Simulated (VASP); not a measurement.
The system is K2S.

```
K S
1.0
     0.00000    3.70272    3.70272
     3.70272    0.00000    3.70272
     3.70272    3.70272    0.00000
K S
2 1
Direct
  0.25000 0.25000 0.25000
  0.75000 0.75000 0.75000
  0.00000 0.00000 0.00000
```

Base run:

| Property | Result |
| --- | --- |
| Program | VASP 6.6.1 |
| Functional | PBEsol |
| Potentials or basis | VASP PAW PBE potentials, release 64 (K_sv, S) |
| Cutoff | 500 eV |
| k mesh | 4 × 4 × 4 |
| Occupations | gaussian, width 0.01 eV |
| Spin | no spin polarisation |

Its results: band gap on the k mesh 2.28 eV (least direct gap 2.48 eV); pressure -0.5 GPa.

Problem. The run is repeated on the same cell with these changes: functional from PBEsol to PBE-based screened hybrid with 35 % exact exchange; cutoff from 500 eV to 400 eV. What comes out?

Solution. Band gap on the k mesh 3.69 eV (least direct gap 3.87 eV); pressure 0.1 GPa.

Caveats: the PAW data sets were made with another functional, which shifts forces and pressure a little.

A k mesh can miss the band edges.
